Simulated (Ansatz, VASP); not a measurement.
**CuO: VASP beside Ansatz**

```xyz
4
Lattice="2.0425 -2.0504 0.0000 2.0425 2.0504 0.0000 0.0000 0.0000 5.0923" Properties=species:S:1:pos:R:3 pbc="T T T"
Cu    1.0213    1.0252    0.0000
Cu    1.0213   -1.0252    2.5461
O     2.0425    0.0000    1.2731
O     2.0425    0.0000    3.8192
```

Alike in both runs: task single point; functional PBEsol; k mesh 14 × 14 × 8; occupations gaussian, width 0.1 eV; no spin polarisation.

```csv
,VASP,Ansatz
version,VASP 6.6.1,Ansatz 0.2.0
potentials or method,"VASP PAW PBE potentials, release 64 (Cu, O), cutoff 520 eV","scalar-relativistic, plane waves, PAW"
valence electrons in the cell,34,50
```

VASP gave:

| Quantity | Value |
| --- | --- |
| gap on the k mesh at the Fermi level (eV) | none |
| pressure (GPa) | 0.8 |
| traceless stress, the component that is largest in VASP (GPa) | 0.30 |

**Question.** Estimate Ansatz's values.

**Answer.** gap on the k mesh at the Fermi level (eV): none; pressure (GPa): 0.0; traceless stress, the component that is largest in VASP (GPa): 0.00.

VASP's potentials were made for PBE, not for PBEsol. A gap of «none» marks a metal or a gap that the smearing closes. VASP's potentials hold 34 valence electrons a cell and Ansatz's 50, so a difference there can come from the potentials and not from the codes.
